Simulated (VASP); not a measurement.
Input of a VASP 6.6.1 run:

File INCAR:

```
  ALGO = Normal
  EDIFF = 1E-6
  ENCUT = 600
  GGA = PE
  GGA_COMPAT = F
  ISIF = 2
  ISMEAR = 0
  LASPH = T
  LCHARG = F
  LREAL = F
  LWAVE = F
  NBANDS = 11
  NELM = 120
  PREC = Accurate
  SIGMA = 0.02
```

Contents of KPOINTS:

```
k-points
0
Gamma
  10 10 10
```

POSCAR

```
SiC
1.0
    0.0103112868      2.2014459917      2.1821212902
    2.2014459917      0.0103112868      2.1821212902
    2.2117572785      2.2117572785      0.0000000000
Si C
1 1
Direct
    0.0004156935      0.0004156935     -0.0004156935
    0.2495843065      0.2495843065      0.2504156935
```

Potentials or basis: VASP PAW PBE potentials, release 64 (Si, C).

Launch:

```sh
$ cat potpaw_PBE.64/Si/POTCAR potpaw_PBE.64/C/POTCAR > POTCAR
$ mpirun -np 1 vasp_std > vasp.out
```

Task: Predict the band gap on the k mesh.

Result: 1.28 eV (least direct gap 4.44 eV).

Task: Estimate the pressure.

Result: -1.6 GPa.

Stress tensor (GPa, compression positive):
```
-2.37 -2.21  0.00
-2.21 -2.37  0.00
 0.00  0.00 -0.17
```

Caveat: the cell differs from its parent crystal (strained cell). A k mesh can miss the band edges.
